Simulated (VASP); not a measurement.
# Pt (Fm-3m) in VASP: single point with LDA

Aim: the single point of Pt with LDA.

All numbers are computed with VASP 6.6.1; they aren't measurements. Logs are shortened: lines on timing, memory, paths and dates and some standing lists are left out, and cuts for length are marked.

### Step 1. The cell of the first run

The structure is cubic, space group Fm-3m (No. 225). The conventional cell has a = 3.839 Å, b = 3.839 Å, c = 3.839 Å, α = 90.00°, β = 90.00°, γ = 90.00°. Pt (site symmetry m-3m) has 12 Pt at 2.71 Å within 3.6 Å.

### Step 2. Single point, LDA

File INCAR:

```
  PREC = Accurate
  ENCUT = 570
  EDIFF = 1E-6
  ISMEAR = -1
  SIGMA = 0.1
  LREAL = F
  LASPH = T
  NELM = 120
  ALGO = Normal
  ISIF = 2
  LWAVE = F
  LCHARG = T
  LELF = T
  LVHAR = T
  NBANDS = 15
  GGA_COMPAT = F
```

File KPOINTS:

```
regular mesh
0
Gamma
  24 24 24
```

File POSCAR:

```
Pt
1.0
    0.0000000000      1.9194410288      1.9194410288
    1.9194410288      0.0000000000      1.9194410288
    1.9194410288      1.9194410288      0.0000000000
Pt
1
Direct
    0.0000000000      0.0000000000      0.0000000000
```

Potentials or basis: VASP PAW LDA potentials, release 64 (Pt_sv_GW).

Command:

```console
$ cat potpaw_LDA.64/Pt_sv_GW/POTCAR > POTCAR
$ mpirun -np 1 vasp_std > vasp.out
```

OUTCAR:

```text
PREC = Accurate
   ENCUT = 570
   EDIFF = 1E-6
   ISMEAR = -1
   LREAL = F
   LASPH = T
   NELM = 120
   ISIF = 2

 ion  position               nearest neighbor table
   1  0.000  0.000  0.000-

  LATTYP: Found a face centered cubic cell.
 ALAT       =     3.8388820576

  Lattice vectors:

 A1 = (   0.0000000000,   1.9194410288,   1.9194410288)
 A2 = (   1.9194410288,   0.0000000000,   1.9194410288)
 A3 = (   1.9194410288,   1.9194410288,   0.0000000000)

Analysis of symmetry for initial positions (statically):
=====================================================================
 Subroutine PRICEL returns:
 Original cell was already a primitive cell.

 Routine SETGRP: Setting up the symmetry group for a
 face centered cubic supercell.

 Subroutine GETGRP returns: Found 48 space group operations
 (whereof 48 operations were pure point group operations)
 out of a pool of 48 trial point group operations.

The static configuration has the point symmetry O_h .

Analysis of symmetry for dynamics (positions and initial velocities):
=====================================================================
 Subroutine PRICEL returns:
 Original cell was already a primitive cell.

 Routine SETGRP: Setting up the symmetry group for a
 face centered cubic supercell.

 Subroutine GETGRP returns: Found 48 space group operations
 (whereof 48 operations were pure point group operations)
 out of a pool of 48 trial point group operations.

The dynamic configuration has the point symmetry O_h .

 Subroutine INISYM returns: Found 48 space group operations
 (whereof 48 operations are pure point group operations),
 and found     1 'primitive' translations

----------------------------------------------------------------------------------------

                                     Primitive cell

  volume of cell :      14.1434

  direct lattice vectors                    reciprocal lattice vectors
     0.000000000  1.919441029  1.919441029    -0.260492504  0.260492504  0.260492504
     1.919441029  0.000000000  1.919441029     0.260492504 -0.260492504  0.260492504
     1.919441029  1.919441029  0.000000000     0.260492504  0.260492504 -0.260492504

  length of vectors
     2.714499535  2.714499535  2.714499535     0.451186252  0.451186252  0.451186252

  position of ions in fractional coordinates (direct lattice)
     0.000000000  0.000000000  0.000000000

  ion indices of the primitive-cell ions
   primitive index   ion index
                 1           1

----------------------------------------------------------------------------------------

 KPOINTS: regular mesh

Automatic generation of k-mesh.
 Grid dimensions read from file:
 generate k-points for:   24   24   24

 Generating k-lattice:

  Cartesian coordinates                     Fractional coordinates (reciprocal lattice)
    -0.010853854  0.010853854  0.010853854     0.041666667  0.000000000  0.000000000
     0.010853854 -0.010853854  0.010853854     0.000000000  0.041666667  0.000000000
     0.010853854  0.010853854 -0.010853854     0.000000000  0.000000000  0.041666667

  Length of vectors
     0.018799427  0.018799427  0.018799427

  Shift w.r.t. Gamma in fractional coordinates (k-lattice)
     0.000000000  0.000000000  0.000000000

 Subroutine IBZKPT returns following result:
 ===========================================

 Found    413 irreducible k-points:

 Following reciprocal coordinates:
            Coordinates               Weight
  0.000000  0.000000  0.000000      1.000000
  0.041667  0.000000  0.000000      8.000000
  0.083333  0.000000  0.000000      8.000000
  0.125000  0.000000  0.000000      8.000000
  0.166667  0.000000  0.000000      8.000000
  0.208333  0.000000  0.000000      8.000000
[... 16 lines left out ...]
  0.416667  0.041667  0.000000     24.000000
  0.458333  0.041667  0.000000     24.000000
 [... further k-points ...]
   k-points           NKPTS =    413   k-points in BZ     NKDIM =    413   number of bands    NBANDS=     15
   number of dos      NEDOS =    301   number of ions     NIONS =      1
   total plane-waves  NPLWV =  13824
   dimension x,y,z NGX =    24 NGY =   24 NGZ =   24
   dimension x,y,z NGXF=    48 NGYF=   48 NGZF=   48
   ions per type =               1
   NGX,Y,Z   is equivalent  to a cutoff of  14.70, 14.70, 14.70 a.u.
   NGXF,Y,Z  is equivalent  to a cutoff of  29.40, 29.40, 29.40 a.u.
 SYSTEM =  unknown system
   PREC   = accura    normal or accurate (medium, high low for compatibility)
   ISTART =      0    job   : 0-new  1-cont  2-samecut
   ICHARG =      2    charge: 1-file 2-atom 10-const
   ISPIN  =      1    spin polarized calculation?
   LNONCOLLINEAR =      F non collinear calculations
   LSORBIT =      F    spin-orbit coupling
   LASPH  =      T    aspherical Exc in radial PAW
   ENCUT  =  570.0 eV  41.89 Ry    6.47 a.u.   5.28  5.28  5.28*2*pi/ulx,y,z
   NELM   =    120;   NELMIN=  2; NELMDL= -5     # of ELM steps
   EDIFF  = 0.1E-05   stopping-criterion for ELM
   LREAL  =      F    real-space projection
   EDIFFG = 0.1E-04   stopping-criterion for IOM
   NSW    =      0    number of steps for IOM
   IBRION =     -1    ionic relax: 0-MD 1-quasi-New 2-CG
   NFREE  =      0    steps in history (QN), initial steepest desc. (CG)
   ISIF   =      2    stress and relaxation
   ISYM   =      2    0-nonsym 1-usesym 2-fastsym
   POTIM  = 0.5000    time-step for ionic-motion
   TEBEG  =    0.0;   TEEND  =   0.0 temperature during run
   PSTRESS=    0.0 pullay stress
   NELECT =      18.0000    total number of electrons
   NUPDOWN=      -1.0000    fix difference up-down
   EMIN   =  10.00;   EMAX   =-10.00  energy-range for DOS
   EFERMI =   0.00;   METHOD = LEGACY
   ISMEAR =    -1;   SIGMA  =   0.10  broadening in eV -4-tet -1-fermi 0-gaus
   EFERMI_NEDOS =   21; number of points for ismear=-14 and -15
   IALGO  =     38    algorithm
   IMIX   =      4    mixing-type and parameters
     AMIX     =   0.40;   BMIX     =  1.00
     AMIX_MAG =   1.60;   BMIX_MAG =  1.00
  volume/ion in A,a.u.               =      14.14        95.44
  Fermi-wavevector in a.u.,A,eV,Ry     =   1.774111  3.352584 42.823948  3.147471
  Thomas-Fermi vector in A             =   2.840170
   LORBIT       =      0    0 simple, 1 ext, 2 COOP (PROOUT), +10 PAW based schemes
   GGA     = CA    functional components
   LHFCALC =     F    Hartree Fock is set to
   AEXX    =    0.0000 exact exchange contribution
   IVDW    =     0    specifies the selected vdW correction
   LEPSILON=     F    determine dielectric tensor
   LRPA    =     F    only Hartree local field effects (RPA)
 non-spin polarized calculation
  energy-cutoff  :      570.00
  volume of cell :       14.14
 maximum number of plane-waves:       450
 NGX is ok and might be reduce to    24
   NGX = 11   NGY = 11   NGZ = 11

 number of electron      18.0000000 magnetization

 Free energy of the ion-electron system (eV)
  ---------------------------------------------------
  ext. energy  EPLUGINS =         0.00000000
  ---------------------------------------------------
  free energy    TOTEN  =        -7.32000802 eV

  energy without entropy =       -7.26958946  energy(sigma->0) =       -7.29479874

 E-fermi :  11.7107     XC(G=0): -14.7915

 val. band max:       11.7102558848   @ k =  -0.2500   0.4167   0.1667
 cond. band min:      11.7107634810   @ k =  -0.4167   0.3333   0.0417
 fundamental gap:      0.0005075962
 Fermi energy:        11.7106652346

 k-point     1 :       0.0000    0.0000    0.0000
  band No.  band energies     occupation
      1     -86.8170      2.00000
      2     -40.9524      2.00000
      3     -40.9524      2.00000
      4     -40.9524      2.00000
      5       0.7760      2.00000
      6       7.4882      2.00000
      7       7.4882      2.00000
      8       7.4882      2.00000
      9       9.9045      2.00000
     10       9.9045      2.00000
     11      26.1820      0.00000
     12      31.4368      0.00000
     13      31.4368      0.00000
     14      31.4368      0.00000
     15      37.1732      0.00000

 k-point     2 :       0.0417    0.0000    0.0000
  band No.  band energies     occupation
      1     -86.8172      2.00000
      2     -40.9639      2.00000
      3     -40.9544      2.00000
      4     -40.9544      2.00000
      5       0.8513      2.00000
      6       7.4523      2.00000
      7       7.5194      2.00000
      8       7.5194      2.00000
      9       9.8855      2.00000
     10       9.8855      2.00000
     11      26.3050      0.00000
     12      31.0473      0.00000
     13      31.5566      0.00000
     14      31.5566      0.00000
     15      37.6307      0.00000

 k-point     3 :       0.0833    0.0000    0.0000
  band No.  band energies     occupation
      1     -86.8149      2.00000
      2     -40.9950      2.00000
      3     -40.9589      2.00000
      4     -40.9589      2.00000
      5       1.0734      2.00000
      6       7.3537      2.00000
      7       7.6066      2.00000
      8       7.6066      2.00000
      9       9.8372      2.00000
     10       9.8372      2.00000
     11      26.6573      0.00000
     12      30.1319      0.00000
     13      31.9108      0.00000
     14      31.9108      0.00000
     15      38.6453      0.00000
[... 343 lines left out ...]
 k-point    23 :       0.4167    0.0417    0.0000
  band No.  band energies     occupation
      1     -86.7759      2.00000
      2     -41.5018      2.00000
      3     -41.0388      2.00000
      4     -41.0356      2.00000
      5       3.7553      2.00000
      6       7.4680      2.00000
      7       7.5936      2.00000
      8       9.2969      2.00000
      9      11.5072      1.76886
     10      11.5260      1.72738
     11      20.0518      0.00000
     12      26.3598      0.00000
     13      31.5755      0.00000
     14      32.2148      0.00000
     15      39.5470      0.00000

 k-point    24 :       0.4583    0.0417    0.0000
  band No.  band energies     occupation
      1     -86.7731      2.00000
      2     -41.5367      2.00000
      3     -41.0425      2.00000
      4     -41.0422      2.00000
      5       3.7569      2.00000
      6       7.3973      2.00000
      7       7.5165      2.00000
      8      10.0388      2.00000
      9      11.7151      0.97763
     10      11.9752      0.13255
     11      18.8047      0.00000
     12      26.0427      0.00000
     13      31.1127      0.00000
     14      31.4358      0.00000
     15      40.4806      0.00000

 [... further k-points ...]

------------------------ aborting loop because EDIFF is reached ----------------------------------------

  FORCE on cell =-STRESS in cart. coord.  units (eV):
  Direction    XX          YY          ZZ          XY          YZ          ZX
  --------------------------------------------------------------------------------------
  -------------------------------------------------------------------------------------
  Total        1.2959279      1.2959279      1.2959279      0.0000000      0.0000000      0.0000000
  in kB      146.8037353    146.8037353    146.8037353      0.0000000      0.0000000      0.0000000
  external PRESSURE =     146.8037353 kB  Pullay stress =       0.0000000 kB

 VOLUME and BASIS-vectors are now :
 -----------------------------------------------------------------------------
  energy-cutoff  :      570.00
  volume of cell :       14.14
      direct lattice vectors                 reciprocal lattice vectors
     0.000000000  1.919441029  1.919441029    -0.260492504  0.260492504  0.260492504
     1.919441029  0.000000000  1.919441029     0.260492504 -0.260492504  0.260492504
     1.919441029  1.919441029  0.000000000     0.260492504  0.260492504 -0.260492504

 POSITION                                       TOTAL-FORCE (eV/Angst)
 -----------------------------------------------------------------------------------
      0.00000      0.00000      0.00000        -0.000000     -0.000000     -0.000000
 -----------------------------------------------------------------------------------
    total drift:                                0.000000      0.000000      0.000000

  FREE ENERGIE OF THE ION-ELECTRON SYSTEM (eV)
  ---------------------------------------------------
  free  energy   TOTEN  =        -7.3200080215 eV

  energy  without entropy=       -7.2695894594  energy(sigma->0) =       -7.29479874
```

Wall time 49 s (1 thread of Intel Xeon Platinum 8259CL at 2.50GHz (Skylake/Cascade Lake), shared host); peak memory 0.22 GiB.

What came out:

```
Free energy            : -7.3200 eV
Pressure               : 14.7 GPa
Band gap on the k mesh : zero (bands 9 and 10 overlap by 2.49 eV)
```

Caveat: the cell stands under pressure; spin-orbit coupling is left out, which moves the levels of the heavy elements.
